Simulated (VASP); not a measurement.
A run of VASP 6.6.1 is set up as follows.

Contents of INCAR:

```
ALGO     = Normal         # electronic algorithm
EDIFF    = 1E-6           # SCF threshold, eV
ENCUT    = 520            # plane-wave cutoff, eV
GGA      = PE             # functional
ISIF     = 2              # what is computed and relaxed
ISMEAR   = -1             # smearing method
LASPH    = True           # aspherical terms in the spheres
LCHARG   = True           # write CHGCAR
LELF     = True           # ELF
LREAL    = Auto         
LVHAR    = True         
LWAVE    = False          # write WAVECAR
NBANDS   = 77             # bands
NELM     = 80             # most SCF steps
PREC     = Accurate       # precision mode
SIGMA    = 0.02           # smearing width, eV
```

File KPOINTS:

```
k-points
0
Gamma
  2 2 1
```

POSCAR

```
Sr3Ti3HNO9
1.0
    5.5333950000      0.0000000000      0.0000000000
    2.7666980000      4.7920610000      0.0000000000
    0.0000000000      0.0000000000     18.6474980000
Sr Ti O N H
3 3 9 1 1
Direct
    0.0000000000      0.0000000000      0.0536264972
    0.6666015784      0.6665816650      0.1704357335
    0.3324506789      0.3324248168      0.2944577337
    0.3333289206      0.3333430021      0.1141976259
    1.0003545064      0.0005216962      0.2313232585
    0.6631461178      0.6652878584      0.3513071834
    0.5000004518      0.0000000000      0.0536264972
    0.4999947788      0.4999936353      0.0536264972
   -0.0000056730      0.4999936353      0.0536264972
    0.1663923012      0.6655174047      0.1911355615
    0.1676573749      0.1676314221      0.1912320892
    0.6654979650      0.1664210869      0.1911194735
    0.8268010008      0.3357010689      0.3102668251
    0.8341067384      0.8341922192      0.3150985725
    0.3356340416      0.8267632653      0.3093015481
    0.1185531976      0.1006247625      0.4219440056
    0.1276945401      0.1203657466      0.4773616278
```

Potentials or basis: VASP PAW PBE potentials, release 64 (Sr_sv, Ti_sv, O, N, H).

Run with:

```bash
$ cat potpaw_PBE.64/Sr_sv/POTCAR potpaw_PBE.64/Ti_sv/POTCAR potpaw_PBE.64/O/POTCAR potpaw_PBE.64/N/POTCAR potpaw_PBE.64/H/POTCAR > POTCAR
$ mpirun -np 1 vasp_std > vasp.out
```

Q: What does it give for the band gap on the k mesh?

A: Zero (bands 63 and 64 overlap by 0.08 eV).

Q: Predict the largest force.

A: 5.377 eV/Å.

Forces in eV/Å, atoms in the order of the input:
```
Sr  -0.007 -0.004 -1.260
Sr  -0.011  0.001 -1.249
Sr  -0.223 -0.121  1.049
Ti  -0.013 -0.003 -5.377
Ti  -0.031 -0.064  4.026
Ti   0.034  0.203  0.833
O   -0.007  1.498  2.410
O   -1.289 -0.743  2.384
O    1.294 -0.755  2.408
O   -0.082 -1.076 -1.393
O    0.898  0.542 -1.409
O   -0.982  0.500 -1.374
O   -0.192  0.031 -0.670
O   -0.163 -0.089 -0.269
O    0.022 -0.300 -0.791
N    0.760  0.413  0.373
H   -0.007 -0.033  0.308
```

Caveat: the k points lie up to 0.66 Å⁻¹ apart; there is no dipole correction, which matters where the two faces differ; semilocal functionals often make such compounds metallic where correlation or magnetic order opens a gap, which also shifts bond lengths.
